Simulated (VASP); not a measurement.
A run of VASP 6.6.1:

File INCAR:

```
SYSTEM = HfC
ALGO     = Normal         ! electronic algorithm
EDIFF    = 1E-7           ! SCF threshold, eV
ENCUT    = 520            ! plane-wave cutoff, eV
GGA      = PE             ! functional
ISIF     = 2              ! what is computed and relaxed
ISMEAR   = 0              ! smearing method
LASPH    = .TRUE.         ! aspherical terms in the spheres
LCHARG   = .TRUE.         ! write CHGCAR
LELF     = .TRUE.         ! ELF
LREAL    = .FALSE.        ! projectors in reciprocal space
LVHAR    = .TRUE.       
LWAVE    = .FALSE.        ! write WAVECAR
NBANDS   = 14             ! bands
NELM     = 80             ! most SCF steps
PREC     = Accurate       ! precision mode
SIGMA    = 0.15           ! smearing width, eV
```

KPOINTS

```
k-points
0
G
  18 18 18
  0 0 0
```

The input POSCAR:

```
HfC
1.0
    0.0000000000      2.3250000000      2.3250000000
    2.3250000000      0.0000000000      2.3250000000
    2.3250000000      2.3250000000      0.0000000000
Hf C
1 1
Direct
    0.5000000000      0.5000000000      0.5000000000
   -0.0483870968     -0.0483870968     -0.0200425917
```

Potentials or basis: VASP PAW PBE potentials, release 64 (Hf_pv, C).

Command:

```bash
$ cat potpaw_PBE.64/Hf_pv/POTCAR potpaw_PBE.64/C/POTCAR > POTCAR
$ mpirun -np 1 vasp_std > vasp.out
```

Hardware: 1 thread of Intel Xeon 8259CL (shared host).

Q: Estimate the wall time of this run.

A: Wall time 7.7 min on 1 thread of Intel Xeon 8259CL (shared host), peak memory 0.64 GiB. Counts: scf iterations 14, k points 1550.
